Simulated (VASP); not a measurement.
Here is a VASP 6.6.1 calculation.

The input INCAR:

```
PREC = Accurate ; ENCUT = 520
EDIFF = 1E-6 ; ISMEAR = 0
SIGMA = 0.1 ; LREAL = False
LASPH = True ; NELM = 150
ALGO = Normal ; ISIF = 2
LWAVE = False ; LCHARG = False
LMAXMIX = 4 ; LDAU = True
LDAUTYPE = 2 ; LDAUL = 2 -1
LDAUU = 6.2 0 ; LDAUJ = 0 0
LDAUPRINT = 1 ; GGA = PE
NBANDS = 17
```

The input KPOINTS:

```
regular mesh
0
Gamma
  14 14 14
```

The input POSCAR:

```
WS
1.0
    3.2404427506      0.0000000000      0.0000000000
    0.0000000000      3.2404427506      0.0000000000
    0.0000000000      0.0000000000      3.2404427506
W S
1 1
Direct
    0.0000000000      0.0000000000      0.0000000000
    0.5000000000      0.5000000000      0.5000000000
```

Potentials or basis: VASP PAW PBE potentials, release 64 (W_sv, S).

Run with:

```console
$ cat potpaw_PBE.64/W_sv/POTCAR potpaw_PBE.64/S/POTCAR > POTCAR
$ mpirun -np 1 vasp_std > vasp.out
```

Estimate the pressure.

-24.7 GPa.

What does it give for the band gap on the k mesh?

Zero (band 10 reaches 11.68 eV, above the bottom of band 11 at 9.44 eV).

Eigenvalues of the final occupation matrices:
```
    site  spin  trace               eigenvalues
site 1 d     1   1.55  0.22 0.22 0.22 0.44 0.44
site 1 d     2   1.55  0.22 0.22 0.22 0.44 0.44
```

Caveat: spin-orbit coupling is left out, which moves the levels of the heavy elements; U without spin polarisation on a metal has little footing.
